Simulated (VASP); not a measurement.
Input of a VASP 6.6.1 run:

File INCAR:

```
ALGO = Normal
EDIFF = 1E-8
ENCUT = 520
GGA = PE
ISIF = 2
ISMEAR = -1
LASPH = True
LCHARG = False
LEFG = True
LREAL = False
LWAVE = False
NBANDS = 17
NELM = 60
PREC = Accurate
SIGMA = 0.01
```

Contents of KPOINTS:

```
k-points
0
Gamma
  9 9 9
```

File POSCAR:

```
PbSe
1.0
   -0.0306215000      3.0468392500      3.0468392500
    3.0468392500     -0.0306215000      3.0468392500
    3.0468392500      3.0468392500     -0.0306215000
Pb Se
1 1
Direct
    0.0000000000      0.0000000000      0.0000000000
    0.5000000000      0.5000000000      0.5000000000
```

Potentials or basis: VASP PAW PBE potentials, release 64 (Pb_d, Se).

The run is started by

```console
$ cat potpaw_PBE.64/Pb_d/POTCAR potpaw_PBE.64/Se/POTCAR > POTCAR
$ mpirun -np 1 vasp_std > vasp.out
```

(1) Estimate the band gap on the k mesh.

(2) Predict the pressure.

Answers

(1) 0.60 eV, indirect (least direct gap 0.68 eV).

(2) 2.3 GPa.

Caveat: the cell differs from its parent crystal (equal xy, yz and zx shear strains of -1 %); without QUAD_EFG the Cq values of the log hold for a quadrupole moment of 1 mb, not for the nuclei; spin-orbit coupling is left out, which moves the levels of the heavy elements.
